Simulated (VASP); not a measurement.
A run of VASP 6.6.1:

Contents of INCAR:

```
PREC     = Accurate       # precision mode
ENCUT    = 520            # plane-wave cutoff, eV
EDIFF    = 1E-7           # SCF threshold, eV
ISMEAR   = 0              # smearing method
SIGMA    = 0.05           # smearing width, eV
LREAL    = False          # projectors in reciprocal space
LASPH    = True           # aspherical terms in the spheres
NELM     = 80             # most SCF steps
ALGO     = Normal         # electronic algorithm
ISIF     = 2              # what is computed and relaxed
LWAVE    = False          # write WAVECAR
LCHARG   = False          # write CHGCAR
GGA      = PE             # functional
NBANDS   = 14             # bands
```

KPOINTS

```
Automatic mesh
0
Gamma
  12 12 12
```

Contents of POSCAR:

```
LaC
1.0
    0.0000000000      2.7165836941      2.7165836941
    2.7165836941      0.0000000000      2.7165836941
    2.7165836941      2.7165836941      0.0000000000
La C
1 1
Direct
    0.4779134359      0.5220865641      0.5220865641
    0.0000000000      0.0000000000      0.0000000000
```

Potentials or basis: VASP PAW PBE potentials, release 64 (La, C).

The run is started by

```console
$ cat potpaw_PBE.64/La/POTCAR potpaw_PBE.64/C/POTCAR > POTCAR
$ mpirun -np 1 vasp_std > vasp.out
```

Hardware: 1 thread of Intel(R) Xeon(R) Platinum 8488C (Sapphire Rapids) (shared host).

Question: How long does it take, and how much memory?

Answer: Run time: 3.2 min on 1 thread of Intel(R) Xeon(R) Platinum 8488C (Sapphire Rapids), on a shared host, peak memory 0.27 GiB. Counts: scf iterations 14, k points 163.
